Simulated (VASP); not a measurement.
The system is InAs.

```
In As
1.0
     3.96530    0.00000    0.00000
    -1.98265    3.43405    0.00000
     0.00000    0.00000    6.84890
In As
2 2
Cartesian
  0.0000 0.0000 0.0000
  0.0000 0.0000 3.4244
  0.0000 2.2894 1.7122
  1.9827 1.1447 5.1367
```

Base run:

| Property | Result |
| --- | --- |
| Program | VASP 6.6.1 |
| Functional | PBEsol |
| Potentials or basis | VASP PAW PBE potentials, release 64 (In_d, As) |
| Cutoff | 500 eV |
| k mesh | 6 × 6 × 4 |
| Occupations | methfessel-paxton, width 0.001 eV |
| Spin | no spin polarisation |

Its results: band gap on the k mesh zero (band 18 reaches 6.53 eV, above the bottom of band 19 at 3.50 eV); pressure -1.0 GPa.

The run is repeated on the same cell with these changes: occupations from methfessel-paxton, width 0.001 eV to fermi-dirac, width 0.02 eV; dispersion from none to D4. What comes out?

Band gap on the k mesh zero (band 18 reaches 6.53 eV, above the bottom of band 19 at 3.50 eV); pressure -2.6 GPa.

Caveats: the PAW data sets were made with another functional, which shifts forces and pressure a little; spin-orbit coupling is left out, which moves the levels of the heavy elements; pairwise dispersion overbinds metals, which lowers pressure and volume (some runs).
